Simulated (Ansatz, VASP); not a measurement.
**LiF: VASP beside Ansatz**

```
Li F
1.0
     0.00000    2.04171    2.04171
     2.04171    0.00000    2.04171
     2.04171    2.04171    0.00000
Li F
1 1
Direct
  0.00000 0.00000 0.00000
  0.50000 0.50000 0.50000
```

Alike in both runs: task relaxation of cell and atoms; functional PBEsol; k mesh 10 × 10 × 10; occupations gaussian, width 0.02 eV; no spin polarisation.

|  | VASP | Ansatz |
| --- | --- | --- |
| version | VASP 6.6.1 | Ansatz 0.2.0 |
| potentials or method | VASP PAW PBE potentials, release 64 (Li_sv, F), cutoff 600 eV | scalar-relativistic, plane waves, PAW |
| valence electrons in the cell | 10 | 10 |

Ansatz gave:

| Quantity | Value |
| --- | --- |
| gap on the k mesh at the Fermi level, each at its own relaxed structure (eV) | 9.05 |
| relaxed volume (Å³/atom) | 8.05 |
| relaxed length of the cell vector where the two differ most in proportion (Å) | 2.834 |

Q: Estimate VASP's values.

A: gap on the k mesh at the Fermi level, each at its own relaxed structure (eV): 9.13; relaxed volume (Å³/atom): 7.98; relaxed length of the cell vector where the two differ most in proportion (Å): 2.826.

VASP's potentials were made for PBE, not for PBEsol.

Noted on VASP's run: the cutoff is under 1.25 times that of the potentials, so the pressure is a little rough.
